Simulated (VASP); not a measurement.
# C (a cell with a defect): single point with PBE

The system is C (a cell with a defect).

```xyz
15
Lattice="3.5715 0.0000 -3.5715 0.0000 3.5715 -3.5715 3.5715 3.5715 0.0000" Properties=species:S:1:pos:R:3 pbc="T T T"
C     1.7858    1.7858   -1.7858
C     3.5715    5.3573   -3.5715
C     1.7858    3.5715   -3.5715
C     5.3573    3.5715   -3.5715
C     3.5715    1.7858   -3.5715
C     5.3573    5.3573   -5.3573
C     3.5715    3.5715   -5.3573
C     0.8929    0.8929   -0.8929
C     2.6787    2.6787   -0.8929
C     0.8929    2.6787   -2.6787
C     3.2680    3.8751   -2.5180
C     2.6787    0.8929   -2.6787
C     4.4644    2.6787   -2.6787
C     2.6787    2.6787   -4.4644
C     4.4644    4.4644   -4.4644
```

This cell differs from its parent crystal: atoms taken out, atom 11 moved 0.500 of the way to it and -0.350 Å across, host rigid.

* Program: VASP 6.6.1
* Task: single point
* Functional: PBE
* Potentials or basis: VASP PAW PBE potentials, release 64 (C)
* Cutoff: 520 eV
* k mesh: 6 × 6 × 6
* Occupations: gaussian, width 0.05 eV
* Spin: no spin polarisation

| Item | Value |
| --- | --- |
| Pressure | -8.7 GPa |
| Largest force | 4.147 eV/Å |
| Band gap on the k mesh | zero (bands 30 and 31 overlap by 2.18 eV) |

Forces on the atoms (eV/Å):
```
C   -0.104  0.104 -0.432
C    2.721  0.358 -0.610
C   -0.358 -2.721 -0.610
C    1.084  0.052 -1.122
C   -0.052 -1.084 -1.122
C   -2.247  2.247  2.664
C   -0.114  0.114  0.033
C    1.713  2.538  1.739
C   -2.538 -1.713  1.739
C    0.145 -0.145  0.118
C   -1.629  1.629  2.582
C    0.002 -0.002  0.180
C    0.137 -0.137 -3.131
C    0.175 -1.066 -1.014
C    1.066 -0.175 -1.014
```

Stress tensor (GPa, compression positive):
```
 -9.66  14.01 -17.40
 14.01  -9.66  17.40
-17.40  17.40  -6.77
```

Levels at points of the mesh, in eV from the Fermi level:
| k point | band 28 | band 29 | band 30 | band 31 | band 32 | band 33 |
| --- | --- | --- | --- | --- | --- | --- |
| (0.00, 0.00, 0.00) | -1.42 | -1.16 | 1.94 | 2.37 | 2.37 | 3.52 |
| (0.50, 0.00, 0.00) | -2.41 | -1.95 | -1.91 | 2.25 | 3.03 | 3.54 |
| (0.00, 0.50, 0.00) | -1.22 | -0.72 | -0.51 | 0.58 | 0.59 | 5.13 |
| (0.00, 0.00, 0.50) | -2.18 | -1.91 | -1.75 | 1.58 | 2.48 | 3.75 |
| (0.50, 0.50, 0.00) | -3.31 | -1.56 | -1.46 | -0.20 | 1.81 | 3.61 |
| (0.00, 0.50, 0.50) | -3.28 | -1.70 | -1.09 | -0.24 | 2.24 | 3.40 |

Wall time 9.8 min on 1 thread of Intel(R) Xeon(R) Platinum 8259CL CPU @ 2.50GHz (Skylake/Cascade Lake) (shared host), peak memory 0.32 GiB.

Caveat: the cell differs from its parent crystal (atoms taken out, atom 11 moved 0.500 of the way to it and -0.350 Å across, host rigid).
